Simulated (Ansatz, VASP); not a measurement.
# MgZr2N in VASP and in Ansatz

```
Mg Zr N
1.0
     2.69261    1.55458    3.49823
    -2.69261    1.55458    3.49823
     0.00000   -3.10916    3.49823
Mg Zr N
1 2 1
Direct
  0.50000 0.50000 0.50000
  0.81401 0.81401 0.81401
  0.18599 0.18599 0.18599
  0.00000 0.00000 0.00000
```

Alike in both runs: functional PBE; k mesh 6 × 6 × 6; occupations gaussian, width 0.1 eV; no spin polarisation.

Ansatz relaxed the structure, and its values are those at the end. VASP's run is a single point on that final structure, the one shown.

|  | VASP | Ansatz |
| --- | --- | --- |
| version | VASP 6.6.1 | Ansatz 0.2.0 |
| potentials or method | VASP PAW PBE potentials, release 64 (Mg_sv, Zr_sv, N), cutoff 840 eV | scalar-relativistic, plane waves, PAW |
| valence electrons in the cell | 39 | 39 |

```tsv
	VASP	Ansatz	Ansatz less VASP
gap on the k mesh at the Fermi level (eV)	none	none	-
pressure (GPa)	0.0	0.0	-0.01
rms of the force components (eV/Å)	0.013	0.002	-0.0111
```

A gap of «none» marks a metal or a gap that the smearing closes. With one functional, cell and mesh, what is left measures potentials, basis and numerics.
